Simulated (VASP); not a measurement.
Here is a VASP 6.6.1 calculation.

File INCAR:

```
PREC     = Accurate       # precision mode
ENCUT    = 520            # plane-wave cutoff, eV
EDIFF    = 1E-6           # SCF threshold, eV
ISMEAR   = 0              # smearing method
SIGMA    = 0.1            # smearing width, eV
LREAL    = False          # projectors in reciprocal space
LASPH    = True           # aspherical terms in the spheres
NELM     = 150            # most SCF steps
ALGO     = Normal         # electronic algorithm
ISIF     = 2              # what is computed and relaxed
LWAVE    = False          # write WAVECAR
LCHARG   = False          # write CHGCAR
ISPIN    = 2              # spin polarisation
MAGMOM   = 0 1 0 0 0 0 0  # initial moments
LORBIT   = 11             # projections on sites
LMAXMIX  = 4              # l up to which the mixer works
GGA      = PE             # functional
NBANDS   = 42             # bands
```

Contents of KPOINTS:

```
regular mesh
0
Gamma
  4 4 4
```

POSCAR

```
TlAgF5
1.0
    3.9213905900      0.0000000000      0.0000000000
    0.0000000000      3.9213905900      0.0000000000
    0.0000000000      0.0000000000      6.9215876200
Tl Ag F
1 1 5
Direct
    0.0000000000      0.0000000000      0.5000000000
    0.5000000000      0.5000000000      0.0000000000
    0.0000000000      0.0000000000      0.0000000000
    0.5000000000      0.0000000000      0.6995300100
    0.0000000000      0.5000000000      0.6995300100
    0.5000000000      0.0000000000      0.3004699900
    0.0000000000      0.5000000000      0.3004699900
```

Potentials or basis: VASP PAW PBE potentials, release 64 (Tl_d, Ag, F).

Launch:

```bash
$ cat potpaw_PBE.64/Tl_d/POTCAR potpaw_PBE.64/Ag/POTCAR potpaw_PBE.64/F/POTCAR > POTCAR
$ mpirun -np 1 vasp_std > vasp.out
```

Predict the site moments.

Tl -0.01; Ag +0.34; F +0.38, +0.06 (each value once) μB.

What does it give for the band gap on the k mesh?

Zero (filled and empty bands overlap).

Stress tensor (GPa, compression positive):
```
-8.52  0.00  0.00
 0.00 -8.52  0.00
 0.00  0.00 -9.73
```

Caveat: the k points lie up to 0.40 Å⁻¹ apart; spin-orbit coupling is left out, which moves the levels of the heavy elements.
